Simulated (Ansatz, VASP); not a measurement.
## Two plane-wave programs on KHCO2

File INCAR:

```
PREC = Accurate
ENCUT = 600
EDIFF = 1E-6
ISMEAR = 0
SIGMA = 0.01
LREAL = False
LASPH = True
NELM = 80
ALGO = Normal
ISIF = 3
LWAVE = False
LCHARG = False
GGA = CA
IBRION = 2
NSW = 80
EDIFFG = -0.001
```

The input KPOINTS:

```
regular mesh
0
Gamma
  6 6 4
```

POSCAR

```
KHCO2
1.0
    2.8642049560     -3.2593785823      0.0000000000
    2.8642049560      3.2593785823      0.0000000000
    0.0000000000      0.0000000000      6.6363914203
K H C O
2 2 2 4
Direct
    0.0000000000      0.0000000000      0.5000000000
    0.0000000000      0.0000000000      0.0000000000
    0.4284245888      0.5715754112      0.2500000000
    0.5715754112      0.4284245888      0.7500000000
    0.6004474161      0.3995525839      0.2500000000
    0.3995525839      0.6004474161      0.7500000000
    0.4952743714      0.1159586829      0.2500000000
    0.1159586829      0.4952743714      0.7500000000
    0.5047256286      0.8840413171      0.7500000000
    0.8840413171      0.5047256286      0.2500000000
```

Input for Ansatz:

```yaml
crystal:
  lattice:
    - [2.864204956, -3.2593785823, 0.0]
    - [2.864204956, 3.2593785823, 0.0]
    - [0.0, 0.0, 6.6363914203]
  atoms:
    - { symbol: K, position: [0.0, 0.0, 0.5] }
    - { symbol: K, position: [0.0, 0.0, 0.0] }
    - { symbol: H, position: [0.4284245888, 0.5715754112, 0.25] }
    - { symbol: H, position: [0.5715754112, 0.4284245888, 0.75] }
    - { symbol: C, position: [0.6004474161, 0.3995525839, 0.25] }
    - { symbol: C, position: [0.3995525839, 0.6004474161, 0.75] }
    - { symbol: O, position: [0.4952743714, 0.1159586829, 0.25] }
    - { symbol: O, position: [0.1159586829, 0.4952743714, 0.75] }
    - { symbol: O, position: [0.5047256286, 0.8840413171, 0.75] }
    - { symbol: O, position: [0.8840413171, 0.5047256286, 0.25] }
basis:
  ecutwfc: 420
kpoints:
  mp_grid: { grid: [6, 6, 4] }
hamiltonian:
  xc: lda
scf:
  occupations: { method: fixed }
output:
  forces: true
  stress: true
  eigenvalues: true
relax:
  adjacent_minimum: "off"
  f_tol: 0.001
  max_steps: 60
  cell: { stress_tol: 0.01 }
```

Alike in both runs: task relaxation of cell and atoms; functional LDA; k mesh 6 × 6 × 4; no spin polarisation.

|  | VASP | Ansatz |
| --- | --- | --- |
| version | VASP 6.6.1 | Ansatz 0.2.0 |
| potentials or method | VASP PAW LDA potentials, release 64 (K_sv, H, C, O), cutoff 600 eV | scalar-relativistic, plane waves, PAW |
| occupations | gaussian, width 0.01 eV | fixed |
| valence electrons in the cell | 52 | 52 |

|  | VASP | Ansatz | Ansatz less VASP |
| --- | --- | --- | --- |
| gap on the k mesh at the Fermi level, each at its own relaxed structure (eV) | 3.82 | 3.88 | +0.056 |
| relaxed volume (Å³/atom) | 12.36 | 12.39 | +0.038 |
| relaxed length of the cell vector where the two differ most in proportion (Å) | 4.333 | 4.339 | +0.0065 |

LDA's correlation is that of Perdew and Zunger in VASP and of Perdew and Wang (1992) in Ansatz.

Noted on VASP's run: the standard files for N, O and F lose accuracy on very short bonds.
